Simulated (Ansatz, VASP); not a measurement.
Two plane-wave programs on MoS2

```xyz
6
Lattice="3.1414 0.0000 0.0000 -1.5707 2.7614 0.0000 0.0000 0.0000 12.5788" Properties=species:S:1:pos:R:3 pbc="T T T"
Mo    0.0000    1.8409    3.1447
Mo    1.5707    0.9205    9.4341
S     0.0000    1.8409    7.8750
S     1.5707    0.9205    1.5856
S     0.0000    1.8409   10.9932
S     1.5707    0.9205    4.7038
```

Change from the starting cell: strain +0.0150 x Voigt [0, 1, 0, 0, 0, 0], atoms carried along.

Alike in both runs: task single point; functional PBEsol; k mesh 12 × 12 × 2; occupations gaussian, width 0.05 eV; no spin polarisation.

```csv
,VASP,Ansatz
version,VASP 6.6.1,Ansatz 0.2.0
potentials or method,"VASP PAW PBE potentials, release 64 (Mo_sv, S), cutoff 520 eV","scalar-relativistic, plane waves, PAW"
valence electrons in the cell,52,52
```

|  | VASP | Ansatz | Ansatz less VASP |
| --- | --- | --- | --- |
| gap on the k mesh at the Fermi level (eV) | 0.98 | 0.96 | -0.014 |
| least direct gap on the mesh (eV) | 1.67 | 1.67 | -0.005 |
| pressure (GPa) | -2.1 | -2.1 | +0.02 |
| traceless stress, the component that is largest in VASP (GPa) | -1.64 | -1.65 | -0.008 |
| rms of the force components (eV/Å) | 0.081 | 0.081 | +0.0007 |

VASP's potentials were made for PBE, not for PBEsol. Atom by atom the forces differ by 0.001 eV/Å (rms over components). The functional is the same, so the differences come from potentials, cutoffs and numerics.
